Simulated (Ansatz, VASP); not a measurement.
**BN: VASP beside Ansatz**

```
CELL_PARAMETERS angstrom
1.15103 0.66455 3.23802
-1.15103 0.66455 3.23802
0.00000 -1.32910 3.23802
ATOMIC_POSITIONS crystal
B 0.99967 0.99967 0.99967
N 0.33276 0.33276 0.33276
```

Change from the starting cell: strain -0.080 along x and y, -0.040 along z, atoms carried along.

Alike in both runs: task single point; functional LDA; k mesh 12 × 12 × 12; occupations gaussian, width 0.05 eV; no spin polarisation.

```csv
,VASP,Ansatz
version,VASP 6.6.1,Ansatz 0.2.0
potentials or method,"VASP PAW LDA potentials, release 64 (B, N), cutoff 600 eV","scalar-relativistic, plane waves, PAW"
valence electrons in the cell,8,8
```

```tsv
	VASP	Ansatz	Ansatz less VASP
gap on the k mesh at the Fermi level (eV)	4.40	4.43	+0.025
least direct gap on the mesh (eV)	5.14	5.16	+0.015
pressure (GPa)	82.9	82.6	-0.39
traceless stress, the component that is largest in VASP (GPa)	-83.44	-82.77	+0.671
```

LDA's correlation is that of Perdew and Zunger in VASP and of Perdew and Wang (1992) in Ansatz. Both programs put the cell under a high pressure, so it lies far from rest at this level.

Noted on VASP's run: the cell as given lies far from equilibrium.
